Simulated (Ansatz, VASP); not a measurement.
**Be: VASP beside Ansatz**

```
CELL_PARAMETERS angstrom
2.25944 0.00000 0.00000
-1.12972 1.95673 0.00000
0.00000 0.00000 3.54502
ATOMIC_POSITIONS crystal
Be 0.33333 0.66667 0.75000
Be 0.66667 0.33333 0.25000
```

Alike in both runs: functional PBEsol; k mesh 20 × 20 × 12; occupations gaussian, width 0.05 eV; no spin polarisation.

Ansatz relaxed the structure, and its values are those at the end. VASP's run is a single point on that final structure, the one shown.

|  | VASP | Ansatz |
| --- | --- | --- |
| version | VASP 6.6.1 | Ansatz 0.2.0 |
| potentials or method | VASP PAW PBE potentials, release 64 (Be), cutoff 520 eV | scalar-relativistic, plane waves, PAW |
| valence electrons in the cell | 4 | 4 |

Ansatz gave:

- pressure (GPa): 0.1

Question: Which values does VASP return?

Answer: Pressure (GPa): 0.5.

VASP's potentials were made for PBE, not for PBEsol.
